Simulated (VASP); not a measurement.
# GaAs (F-43m) in VASP: single point with PBE

Aim: the single point of GaAs with PBE.

Everything below comes from runs of VASP 6.6.1. Logs are shortened: lines on timing, memory, paths and dates and some standing lists are left out, and cuts for length are marked.

### 1 The cell of the first run

Symmetry: F-43m, No. 216, cubic system. Conventional cell: a = 5.744 Å, b = 5.744 Å, c = 5.744 Å, α = 90.00°, β = 90.00°, γ = 90.00°. Ga (site symmetry -43m) has 4 As at 2.49 Å within 3.3 Å. As (site symmetry -43m) has 4 Ga at 2.49 Å within 3.3 Å.

### 2 Single point, PBE

File INCAR:

```
PREC = Accurate
ENCUT = 520
EDIFF = 1E-6
ISMEAR = 0
SIGMA = 0.01
LREAL = F
LASPH = T
NELM = 100
ALGO = Normal
ISIF = 2
LWAVE = F
LCHARG = F
GGA = PE
NBANDS = 46
```

File KPOINTS:

```
Automatic mesh
0
Gamma
  6 6 6
```

File POSCAR:

```
GaAs
1.0
    5.7437080156      0.0000000000      0.0000000000
    0.0000000000     -5.7437080156      0.0000000000
    0.0000000000      0.0000000000     -5.7437080156
Ga As
4 4
Direct
    0.0000000000      0.0000000000      0.0000000000
    0.5000000000      0.5000000000      0.0000000000
    0.5000000000      0.0000000000      0.5000000000
    0.0000000000      0.5000000000      0.5000000000
    0.7500000000      0.7500000000      0.7500000000
    0.2500000000      0.2500000000      0.7500000000
    0.2500000000      0.7500000000      0.2500000000
    0.7500000000      0.2500000000      0.2500000000
```

Potentials or basis: VASP PAW PBE potentials, release 64 (Ga_d, As).

The run is started by

```bash
cat potpaw_PBE.64/Ga_d/POTCAR potpaw_PBE.64/As/POTCAR > POTCAR
mpirun -np 1 vasp_std > vasp.out
```

OUTCAR:

```text
PREC = Accurate
   ENCUT = 520
   EDIFF = 1E-6
   ISMEAR = 0
   LREAL = F
   LASPH = T
   NELM = 100
   ISIF = 2
   GGA = PE

 ion  position               nearest neighbor table
   1  0.000  0.000  0.000-   5 2.49   6 2.49   7 2.49   8 2.49
   2  0.500  0.500  0.000-   5 2.49   6 2.49   7 2.49   8 2.49
   3  0.500  0.000  0.500-   5 2.49   6 2.49   7 2.49   8 2.49
   4  0.000  0.500  0.500-   5 2.49   6 2.49   7 2.49   8 2.49
   5  0.750  0.750  0.750-   1 2.49   2 2.49   3 2.49   4 2.49
   6  0.250  0.250  0.750-   1 2.49   2 2.49   3 2.49   4 2.49
   7  0.250  0.750  0.250-   1 2.49   2 2.49   3 2.49   4 2.49
   8  0.750  0.250  0.250-   1 2.49   2 2.49   3 2.49   4 2.49

  LATTYP: Found a simple cubic cell.
 ALAT       =     5.7437080156

  Lattice vectors:

 A1 = (   5.7437080156,   0.0000000000,   0.0000000000)
 A2 = (   0.0000000000,  -5.7437080156,   0.0000000000)
 A3 = (   0.0000000000,   0.0000000000,  -5.7437080156)

Analysis of symmetry for initial positions (statically):
=====================================================================
 Subroutine PRICEL returns following result:

  LATTYP: Found a face centered cubic cell.
 ALAT       =     5.7437080156

  Lattice vectors:

 A1 = (   2.8718540078,   2.8718540078,   0.0000000000)
 A2 = (   2.8718540078,   0.0000000000,  -2.8718540078)
 A3 = (   0.0000000000,   2.8718540078,  -2.8718540078)

   4 primitive cells build up your supercell.

 Routine SETGRP: Setting up the symmetry group for a
 simple cubic supercell.

 Subroutine GETGRP returns: Found 24 space group operations
 (whereof 24 operations were pure point group operations)
 out of a pool of 48 trial point group operations.

The static configuration has the point symmetry T_d .

Analysis of symmetry for dynamics (positions and initial velocities):
=====================================================================
 Subroutine PRICEL returns following result:

  LATTYP: Found a face centered cubic cell.
 ALAT       =     5.7437080156

  Lattice vectors:

 A1 = (   2.8718540078,   2.8718540078,   0.0000000000)
 A2 = (   2.8718540078,   0.0000000000,  -2.8718540078)
 A3 = (   0.0000000000,   2.8718540078,  -2.8718540078)

   4 primitive cells build up your supercell.

 Routine SETGRP: Setting up the symmetry group for a
 simple cubic supercell.

 Subroutine GETGRP returns: Found 24 space group operations
 (whereof 24 operations were pure point group operations)
 out of a pool of 48 trial point group operations.

The dynamic configuration has the point symmetry T_d .

 Subroutine INISYM returns: Found 24 space group operations
 (whereof 24 operations are pure point group operations),
 and found     4 'primitive' translations

----------------------------------------------------------------------------------------

                                     Primitive cell

  volume of cell :      47.3715

  direct lattice vectors                    reciprocal lattice vectors
     2.871854008  2.871854008  0.000000000     0.174103558  0.174103558  0.174103558
     2.871854008  0.000000000 -2.871854008     0.174103558 -0.174103558 -0.174103558
     0.000000000  2.871854008 -2.871854008    -0.174103558  0.174103558 -0.174103558

  length of vectors
     4.061414887  4.061414887  4.061414887     0.301556208  0.301556208  0.301556208

  position of ions in fractional coordinates (direct lattice)
     0.000000000  0.000000000  0.000000000
     0.250000000  0.250000000  0.250000000

  ion indices of the primitive-cell ions
   primitive index   ion index
                 1           1
                 2           5

----------------------------------------------------------------------------------------

 KPOINTS: Automatic mesh

Automatic generation of k-mesh.
 Grid dimensions read from file:
 generate k-points for:    6    6    6

 Generating k-lattice:

  Cartesian coordinates                     Fractional coordinates (reciprocal lattice)
     0.029017260  0.000000000  0.000000000     0.166666667  0.000000000  0.000000000
     0.000000000 -0.029017260  0.000000000     0.000000000  0.166666667  0.000000000
     0.000000000  0.000000000 -0.029017260     0.000000000  0.000000000  0.166666667

  Length of vectors
     0.029017260  0.029017260  0.029017260

  Shift w.r.t. Gamma in fractional coordinates (k-lattice)
     0.000000000  0.000000000  0.000000000

 Subroutine IBZKPT returns following result:
 ===========================================

 Found     20 irreducible k-points:

 Following reciprocal coordinates:
            Coordinates               Weight
  0.000000  0.000000  0.000000      1.000000
  0.166667  0.000000  0.000000      6.000000
  0.333333  0.000000  0.000000      6.000000
  0.500000  0.000000  0.000000      3.000000
  0.166667  0.166667  0.000000     12.000000
  0.333333  0.166667  0.000000     24.000000
[... 12 lines left out ...]
  0.500000  0.500000  0.333333      6.000000
  0.500000  0.500000  0.500000      1.000000
   k-points           NKPTS =     20   k-points in BZ     NKDIM =     20   number of bands    NBANDS=     46
   number of dos      NEDOS =    301   number of ions     NIONS =      8
   total plane-waves  NPLWV = 110592
   dimension x,y,z NGX =    48 NGY =   48 NGZ =   48
   dimension x,y,z NGXF=    96 NGYF=   96 NGZF=   96
   ions per type =               4   4
   NGX,Y,Z   is equivalent  to a cutoff of  13.89, 13.89, 13.89 a.u.
   NGXF,Y,Z  is equivalent  to a cutoff of  27.79, 27.79, 27.79 a.u.
 SYSTEM =  unknown system
   PREC   = accura    normal or accurate (medium, high low for compatibility)
   ISTART =      0    job   : 0-new  1-cont  2-samecut
   ICHARG =      2    charge: 1-file 2-atom 10-const
   ISPIN  =      1    spin polarized calculation?
   LNONCOLLINEAR =      F non collinear calculations
   LSORBIT =      F    spin-orbit coupling
   LASPH  =      T    aspherical Exc in radial PAW
   ENCUT  =  520.0 eV  38.22 Ry    6.18 a.u.  10.68 10.68 10.68*2*pi/ulx,y,z
   NELM   =    100;   NELMIN=  2; NELMDL= -5     # of ELM steps
   EDIFF  = 0.1E-05   stopping-criterion for ELM
   LREAL  =      F    real-space projection
   EDIFFG = 0.1E-04   stopping-criterion for IOM
   NSW    =      0    number of steps for IOM
   IBRION =     -1    ionic relax: 0-MD 1-quasi-New 2-CG
   NFREE  =      0    steps in history (QN), initial steepest desc. (CG)
   ISIF   =      2    stress and relaxation
   ISYM   =      2    0-nonsym 1-usesym 2-fastsym
   POTIM  = 0.5000    time-step for ionic-motion
   TEBEG  =    0.0;   TEEND  =   0.0 temperature during run
   PSTRESS=    0.0 pullay stress
   NELECT =      72.0000    total number of electrons
   NUPDOWN=      -1.0000    fix difference up-down
   EMIN   =  10.00;   EMAX   =-10.00  energy-range for DOS
   EFERMI =   0.00;   METHOD = LEGACY
   ISMEAR =     0;   SIGMA  =   0.01  broadening in eV -4-tet -1-fermi 0-gaus
   EFERMI_NEDOS =   21; number of points for ismear=-14 and -15
   IALGO  =     38    algorithm
   IMIX   =      4    mixing-type and parameters
     AMIX     =   0.40;   BMIX     =  1.00
     AMIX_MAG =   1.60;   BMIX_MAG =  1.00
  volume/ion in A,a.u.               =      23.69       159.84
  Fermi-wavevector in a.u.,A,eV,Ry     =   1.185750  2.240743 19.129848  1.406004
  Thomas-Fermi vector in A             =   2.321938
   LORBIT       =      0    0 simple, 1 ext, 2 COOP (PROOUT), +10 PAW based schemes
   GGA     = PE    functional components
   LHFCALC =     F    Hartree Fock is set to
   AEXX    =    0.0000 exact exchange contribution
   IVDW    =     0    specifies the selected vdW correction
   LEPSILON=     F    determine dielectric tensor
   LRPA    =     F    only Hartree local field effects (RPA)
 non-spin polarized calculation
 Gauss-broadening in eV      SIGMA  =   0.01
  energy-cutoff  :      520.00
  volume of cell :      189.49
 maximum number of plane-waves:      5137
 NGX is ok and might be reduce to    48
   NGX = 21   NGY = 21   NGZ = 21

 number of electron      72.0000069 magnetization

 Free energy of the ion-electron system (eV)
  ---------------------------------------------------
  ext. energy  EPLUGINS =         0.00000000
  ---------------------------------------------------
  free energy    TOTEN  =       -33.10402808 eV

  energy without entropy =      -33.10402808  energy(sigma->0) =      -33.10402808

 E-fermi :   3.5421     XC(G=0):  -9.3767

 val. band max:        3.4970845481   @ k =   0.0000   0.0000   0.0000
 cond. band min:       3.6667215387   @ k =   0.0000   0.0000   0.0000
 fundamental gap:      0.1696369906
 Fermi energy:         3.5421347566

 k-point     1 :       0.0000    0.0000    0.0000
  band No.  band energies     occupation
      1     -11.3242      2.00000
      2     -11.3242      2.00000
      3     -11.3242      2.00000
      4     -11.2305      2.00000
      5     -11.2305      2.00000
      6     -11.2305      2.00000
[... 38 lines left out ...]
     45       7.2134      0.00000
     46       7.2134      0.00000

 k-point     2 :       0.1667    0.0000    0.0000
  band No.  band energies     occupation
      1     -11.3216      2.00000
      2     -11.3216      2.00000
      3     -11.3191      2.00000
      4     -11.2385      2.00000
      5     -11.2278      2.00000
      6     -11.2278      2.00000
[... 38 lines left out ...]
     45       7.6496      0.00000
     46       7.6496      0.00000

 k-point     3 :       0.3333    0.0000    0.0000
  band No.  band energies     occupation
      1     -11.3159      2.00000
      2     -11.3159      2.00000
      3     -11.3045      2.00000
      4     -11.2586      2.00000
      5     -11.2204      2.00000
      6     -11.2204      2.00000
[... 38 lines left out ...]
     45       8.6685      0.00000
     46       8.6685      0.00000

 k-point     4 :       0.5000    0.0000    0.0000
  band No.  band energies     occupation
      1     -11.3128      2.00000
      2     -11.3128      2.00000
      3     -11.2829      2.00000
      4     -11.2829      2.00000
      5     -11.2101      2.00000
      6     -11.2101      2.00000
[... 724 lines left out ...]
     45       8.5422      0.00000
     46       8.5423      0.00000

 k-point    19 :       0.5000    0.5000    0.3333
  band No.  band energies     occupation
      1     -11.2950      2.00000
      2     -11.2950      2.00000
      3     -11.2950      2.00000
      4     -11.2950      2.00000
      5     -11.2132      2.00000
      6     -11.2132      2.00000
[... 38 lines left out ...]
     45       8.2957      0.00000
     46       8.2957      0.00000

 k-point    20 :       0.5000    0.5000    0.5000
  band No.  band energies     occupation
      1     -11.2956      2.00000
      2     -11.2956      2.00000
      3     -11.2956      2.00000
      4     -11.2956      2.00000
      5     -11.2139      2.00000
      6     -11.2139      2.00000
[... 38 lines left out ...]
     45       8.1142      0.00000
     46       8.1142      0.00000

------------------------ aborting loop because EDIFF is reached ----------------------------------------

  FORCE on cell =-STRESS in cart. coord.  units (eV):
  Direction    XX          YY          ZZ          XY          YZ          ZX
  --------------------------------------------------------------------------------------
  -------------------------------------------------------------------------------------
  Total        0.2529792      0.2529792      0.2529792      0.0000000     -0.0000000     -0.0000000
  in kB        2.1390375      2.1390375      2.1390375      0.0000000     -0.0000000     -0.0000000
  external PRESSURE =       2.1390375 kB  Pullay stress =       0.0000000 kB

 VOLUME and BASIS-vectors are now :
 -----------------------------------------------------------------------------
  energy-cutoff  :      520.00
  volume of cell :      189.49
      direct lattice vectors                 reciprocal lattice vectors
     5.743708016  0.000000000  0.000000000     0.174103558  0.000000000  0.000000000
     0.000000000 -5.743708016  0.000000000     0.000000000 -0.174103558  0.000000000
     0.000000000  0.000000000 -5.743708016     0.000000000  0.000000000 -0.174103558

 POSITION                                       TOTAL-FORCE (eV/Angst)
 -----------------------------------------------------------------------------------
      0.00000      0.00000      0.00000        -0.000000     -0.000000      0.000000
      2.87185     -2.87185      0.00000         0.000000      0.000000     -0.000000
      2.87185      0.00000     -2.87185         0.000000     -0.000000      0.000000
      0.00000     -2.87185     -2.87185         0.000000      0.000000      0.000000
      4.30778     -4.30778     -4.30778        -0.000000     -0.000000     -0.000000
      1.43593     -1.43593     -4.30778        -0.000000     -0.000000     -0.000000
      1.43593     -4.30778     -1.43593        -0.000000     -0.000000     -0.000000
      4.30778     -1.43593     -1.43593        -0.000000     -0.000000     -0.000000
 -----------------------------------------------------------------------------------
    total drift:                                0.000000     -0.000000      0.000000

  FREE ENERGIE OF THE ION-ELECTRON SYSTEM (eV)
  ---------------------------------------------------
  free  energy   TOTEN  =       -33.1040280783 eV

  energy  without entropy=      -33.1040280783  energy(sigma->0) =      -33.10402808
```

Run time: 2.8 min. Hardware: 1 thread of Intel Xeon 6975P-C, shared host; peak memory 0.4 GiB.

Results:

* Free energy: -33.1040 eV
* Pressure: 0.2 GPa
* Band gap on the k mesh: 0.17 eV

Levels at points of the mesh, in eV from the valence-band top:
| k point | band 32 | band 33 | band 34 | band 35 | band 36 | band 37 | band 38 | band 39 | band 40 | band 41 |
| --- | --- | --- | --- | --- | --- | --- | --- | --- | --- | --- |
| (0.00, 0.00, 0.00) | -2.52 | -2.52 | 0.00 | 0.00 | 0.00 | 0.17 | 1.55 | 1.55 | 1.55 | 1.67 |
| (0.50, 0.00, 0.00) | -3.13 | -1.58 | -1.58 | -1.58 | -1.58 | 2.01 | 2.01 | 3.14 | 3.14 | 4.40 |
| (0.50, 0.50, 0.00) | -3.16 | -1.14 | -1.14 | -1.14 | -1.14 | 2.62 | 2.62 | 2.62 | 2.62 | 5.48 |
| (0.50, 0.50, 0.50) | -1.07 | -1.07 | -1.07 | -1.07 | -1.07 | 0.87 | 0.87 | 0.87 | 0.87 | 4.62 |
